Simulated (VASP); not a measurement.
Wanted: the native input for a VASP 6.6.1 run.

```
Task                   : single point
Functional             : PBE
Potentials or basis    : VASP PAW PBE potentials, release 64 (Na_pv, I)
Cutoff                 : 520 eV
k mesh                 : 6 × 6 × 4
Occupations            : fermi-dirac, width 0.02 eV
Spin                   : no spin polarisation
Dipole correction      : no
Further INCAR settings : ALGO = Normal; EDIFF = 1e-06; NBANDS = 22
```

The structure of NaI lies in POSCAR:

```
NaI
1.0
    5.1513412510      0.0000000000      0.0000000000
   -2.5756706255      4.4611923869      0.0000000000
    0.0000000000      0.0000000000      7.9736749441
Na I
2 2
Direct
    0.3333333333      0.6666666667     -0.0075855361
    0.6666666667      0.3333333333      0.4924144639
    0.3333333333      0.6666666667      0.3825855361
    0.6666666667      0.3333333333      0.8825855361
```

One way to write it, as run:

INCAR

```
SYSTEM = NaI
  PREC = Accurate
  ENCUT = 520
  EDIFF = 1E-6
  ISMEAR = -1
  SIGMA = 0.02
  LREAL = .False.
  LASPH = .True.
  NELM = 100
  ALGO = Normal
  ISIF = 2
  LWAVE = .False.
  LCHARG = .False.
  GGA = PE
  NBANDS = 22
```

KPOINTS

```
Automatic mesh
0
Gamma
  6 6 4
  0 0 0
```

Potentials or basis: VASP PAW PBE potentials, release 64 (Na_pv, I).

The run is started by

```sh
$ cat potpaw_PBE.64/Na_pv/POTCAR potpaw_PBE.64/I/POTCAR > POTCAR
$ mpirun -np 1 vasp_std > vasp.out
```

Results of the run:

```json
{
 "Pressure": "0.0 GPa",
 "Band gap on the k mesh": "3.70 eV, direct"
}
```

Caveat: spin-orbit coupling is left out, which moves the levels of the heavy elements.

It took 34 s on 1 thread of Intel(R) Xeon(R) 6975P-C (Granite Rapids), with other jobs on the host, peak memory 0.32 GiB.
